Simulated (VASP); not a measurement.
# KBr (Fm-3m) in VASP: notebook, part 2 of 2

VASP 6.6.1.

### 3 Single point, revPBE

This run uses another cell than the first one, of 40.92 Å³/atom, 1.034 times its volume.

Contents of INCAR:

```
SYSTEM = KBr
ALGO     = Normal         ! electronic algorithm
EDIFF    = 1E-6           ! SCF threshold, eV
ENCUT    = 520            ! plane-wave cutoff, eV
GGA      = RE             ! functional
ISIF     = 2              ! what is computed and relaxed
ISMEAR   = -1             ! smearing method
LASPH    = .True.         ! aspherical terms in the spheres
LCHARG   = .True.         ! write CHGCAR
LELF     = .True.         ! ELF
LREAL    = .False.        ! projectors in reciprocal space
LVHAR    = .True.       
LWAVE    = .False.        ! write WAVECAR
NBANDS   = 15             ! bands
NELM     = 80             ! most SCF steps
PREC     = Accurate       ! precision mode
SIGMA    = 0.05           ! smearing width, eV
```

Contents of KPOINTS:

```
k-points
0
Gamma
  7 7 7
  0 0 0
```

Contents of POSCAR:

```
KBr
1.0
    0.0000000000      3.4459756934      3.4459756934
    3.4459756934      0.0000000000      3.4459756934
    3.4459756934      3.4459756934      0.0000000000
Br K
1 1
Direct
    0.5000000000      0.5000000000      0.5000000000
    0.0000000000      0.0000000000      0.0000000000
```

Potentials or basis: VASP PAW PBE potentials, release 64 (Br, K_sv).

Launch:

```sh
> cat potpaw_PBE.64/Br/POTCAR potpaw_PBE.64/K_sv/POTCAR > POTCAR
> mpirun -np 1 vasp_std > vasp.out
```

OUTCAR:

```text
SYSTEM = KBr
   EDIFF = 1E-6
   ENCUT = 520
   GGA = RE
   ISIF = 2
   ISMEAR = -1
   LASPH = .True.
   LREAL = .False.
   NELM = 80
   PREC = Accurate

 ion  position               nearest neighbor table
   1  0.500  0.500  0.500-
   2  0.000  0.000  0.000-

  LATTYP: Found a face centered cubic cell.
 ALAT       =     6.8919513868

  Lattice vectors:

 A1 = (   0.0000000000,   3.4459756934,   3.4459756934)
 A2 = (   3.4459756934,   0.0000000000,   3.4459756934)
[... 537 lines left out ...]
------------------------ aborting loop because EDIFF is reached ----------------------------------------

  FORCE on cell =-STRESS in cart. coord.  units (eV):
  Direction    XX          YY          ZZ          XY          YZ          ZX
  --------------------------------------------------------------------------------------
  -------------------------------------------------------------------------------------
  Total        0.0108945      0.0108945      0.0108945      0.0000000      0.0000000     -0.0000000
  in kB        0.2132806      0.2132806      0.2132806      0.0000000      0.0000000     -0.0000000
  external PRESSURE =       0.2132806 kB  Pullay stress =       0.0000000 kB

 VOLUME and BASIS-vectors are now :
 -----------------------------------------------------------------------------
  energy-cutoff  :      520.00
  volume of cell :       81.84
      direct lattice vectors                 reciprocal lattice vectors
     0.000000000  3.445975693  3.445975693    -0.145096787  0.145096787  0.145096787
     3.445975693  0.000000000  3.445975693     0.145096787 -0.145096787  0.145096787
     3.445975693  3.445975693  0.000000000     0.145096787  0.145096787 -0.145096787

 POSITION                                       TOTAL-FORCE (eV/Angst)
 -----------------------------------------------------------------------------------
      3.44598      3.44598      3.44598        -0.000000     -0.000000     -0.000000
      0.00000      0.00000      0.00000         0.000000      0.000000      0.000000
 -----------------------------------------------------------------------------------
    total drift:                                0.000000      0.000000      0.000000

  FREE ENERGIE OF THE ION-ELECTRON SYSTEM (eV)
  ---------------------------------------------------
  free  energy   TOTEN  =        -5.9201349436 eV

  energy  without entropy=       -5.9201349436  energy(sigma->0) =       -5.92013494
```

OSZICAR:

```text
N       E                     dE             d eps       ncg     rms          rms(c)
DAV:   1     0.974154790096E+02    0.97415E+02   -0.66466E+03   600   0.913E+02
DAV:   2     0.651118877582E+00   -0.96764E+02   -0.90032E+02   782   0.222E+02
DAV:   3    -0.580611394734E+01   -0.64572E+01   -0.64258E+01   838   0.509E+01
DAV:   4    -0.610254614151E+01   -0.29643E+00   -0.29639E+00   920   0.920E+00
DAV:   5    -0.610461079789E+01   -0.20647E-02   -0.20646E-02   859   0.885E-01    0.252E+00
DAV:   6    -0.590168320128E+01    0.20293E+00   -0.26484E-01   761   0.234E+00    0.175E+00
DAV:   7    -0.589726067257E+01    0.44225E-02   -0.15020E-01   810   0.201E+00    0.871E-01
DAV:   8    -0.591760533646E+01   -0.20345E-01   -0.24247E-02   636   0.108E+00    0.143E-01
DAV:   9    -0.591926404158E+01   -0.16587E-02   -0.18937E-03   824   0.266E-01    0.101E-01
DAV:  10    -0.592007766415E+01   -0.81362E-03   -0.10958E-03   628   0.194E-01    0.302E-02
DAV:  11    -0.592011884554E+01   -0.41181E-04   -0.76171E-05   880   0.465E-02    0.568E-03
DAV:  12    -0.592013456570E+01   -0.15720E-04   -0.25441E-05   635   0.333E-02    0.614E-03
DAV:  13    -0.592013494360E+01   -0.37790E-06   -0.10130E-06   761   0.599E-03
   1 F= -.59201349E+01 E0= -.59201349E+01  d E =-.191897E-10
```

Wall time 25 s (1 thread of Intel Xeon 6975P-C, shared host); peak memory 0.21 GiB.

Results:

```
Free energy            : -5.9201 eV
Pressure               : 0.0 GPa
Band gap on the k mesh : 4.40 eV, direct
```

Caveat: the PAW data sets were made with another functional, which shifts forces and pressure a little. A k mesh can miss the band edges.

### 4 Single point, RPBE

This run uses another cell than the first one, of 41.41 Å³/atom, 1.047 times its volume.

Contents of INCAR:

```
PREC     = Accurate       # precision mode
ENCUT    = 520            # plane-wave cutoff, eV
EDIFF    = 1E-6           # SCF threshold, eV
ISMEAR   = -1             # smearing method
SIGMA    = 0.05           # smearing width, eV
LREAL    = F              # projectors in reciprocal space
LASPH    = T              # aspherical terms in the spheres
NELM     = 80             # most SCF steps
ALGO     = Normal         # electronic algorithm
ISIF     = 2              # what is computed and relaxed
LWAVE    = F              # write WAVECAR
LCHARG   = F              # write CHGCAR
GGA      = RP             # functional
NBANDS   = 15             # bands
```

Contents of KPOINTS:

```
regular mesh
0
Gamma
  7 7 7
```

Contents of POSCAR:

```
KBr
1.0
    0.0000000000      3.4596263249      3.4596263249
    3.4596263249      0.0000000000      3.4596263249
    3.4596263249      3.4596263249      0.0000000000
Br K
1 1
Direct
    0.5000000000      0.5000000000      0.5000000000
    0.0000000000      0.0000000000      0.0000000000
```

Launch:

```sh
> cat potpaw_PBE.64/Br/POTCAR potpaw_PBE.64/K_sv/POTCAR > POTCAR
> mpirun -np 1 vasp_std > vasp.out
```

Run time: 24 s. Hardware: 1 thread of Intel Xeon 6975P-C, shared host; peak memory 0.21 GiB.

Results (log left out):

```yaml
Free_energy: -5.9265 eV
Pressure: 0.0 GPa
Band_gap_on_the_k_mesh: 4.40 eV, direct
```

Levels at points of the mesh, in eV from the valence-band top:
| k point | band 4 | band 5 | band 6 | band 7 | band 8 | band 9 | band 10 | band 11 | band 12 | band 13 |
| --- | --- | --- | --- | --- | --- | --- | --- | --- | --- | --- |
| (0.00, 0.00, 0.00) | -11.66 | -11.66 | 0.00 | 0.00 | 0.00 | 4.40 | 7.71 | 7.71 | 7.71 | 8.40 |

Caveat: the PAW data sets were made with another functional, which shifts forces and pressure a little.

### 5 The runs side by side

```tsv
level	cell	gap on the mesh (eV)	pressure (GPa)
BLYP	a = 4.819 Å, angles 60.0°, 2 atoms	4.19	0.0
revPBE	a = 4.873 Å, angles 60.0°, 2 atoms	4.40	0.0
RPBE	a = 4.893 Å, angles 60.0°, 2 atoms	4.40	0.0
```

Alike in all rows: task single point; potentials or basis VASP PAW PBE potentials, release 64 (Br, K_sv); no spin polarisation; k mesh 7 × 7 × 7; cutoff (eV) 520; smearing fermi-dirac 0.05 eV.

Caveats: the PAW data sets were made with another functional, which shifts forces and pressure a little.

Total energies depend on the potentials used, so only differences within one code and one set of settings carry meaning.
